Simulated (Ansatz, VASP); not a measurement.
**Rb: VASP beside Ansatz**

```
Rb
1.0
    -2.80250    2.80250    2.80250
     2.80250   -2.80250    2.80250
     2.80250    2.80250   -2.80250
Rb
1
Direct
  0.00000 0.00000 0.00000
```

Alike in both runs: task single point; functional r2SCAN; k mesh 3 × 3 × 3; occupations fermi-dirac, width 0.05 eV; no spin polarisation.

|  | VASP | Ansatz |
| --- | --- | --- |
| version | VASP 6.6.1 | Ansatz 0.2.0 |
| potentials or method | VASP PAW PBE potentials, release 64 (Rb_sv), cutoff 550 eV | plane waves, PAW |
| valence electrons in the cell | 9 | 9 |

|  | VASP | Ansatz | Ansatz less VASP |
| --- | --- | --- | --- |
| pressure (GPa) | 0.1 | 0.1 | 0.00 |

VASP's potentials were made for PBE, not for r2SCAN. The functional is the same, so the differences come from potentials, cutoffs and numerics.

The k mesh is coarse, so the values compare programs but aren't converged.
